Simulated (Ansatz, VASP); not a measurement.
**Two plane-wave programs on InSe**

```
In Se
1.0
     4.04188    0.00000    0.00000
    -2.02094    3.50037    0.00000
     0.00000    0.00000   17.53699
In Se
4 4
Direct
  0.33333 0.66667 0.17028
  0.66667 0.33333 0.67028
  0.33333 0.66667 0.32972
  0.66667 0.33333 0.82972
  0.33333 0.66667 0.59840
  0.66667 0.33333 0.09840
  0.33333 0.66667 0.90160
  0.66667 0.33333 0.40160
```

Alike in both runs: functional r2SCAN; k mesh 6 × 6 × 1; occupations gaussian, width 0.1 eV; no spin polarisation.

Ansatz relaxed the structure, and its values are those at the end. VASP's run is a single point on that final structure, the one shown.

|  | VASP | Ansatz |
| --- | --- | --- |
| version | VASP 6.6.1 | Ansatz 0.2.0 |
| potentials or method | VASP PAW PBE potentials, release 64 (In_d, Se), cutoff 520 eV | scalar-relativistic, plane waves, PAW |
| valence electrons in the cell | 76 | 116 |

```tsv
	VASP	Ansatz	Ansatz less VASP
gap on the k mesh at the Fermi level (eV)	0.98	0.99	+0.009
least direct gap on the mesh (eV)	0.98	0.99	+0.009
pressure (GPa)	0.0	0.0	-0.02
rms of the force components (eV/Å)	0.003	0.005	+0.0020
```

VASP's potentials were made for PBE, not for r2SCAN. The functional is the same, so the differences come from potentials, cutoffs and numerics. VASP's potentials hold 76 valence electrons a cell and Ansatz's 116, so a difference there can come from the potentials and not from the codes.
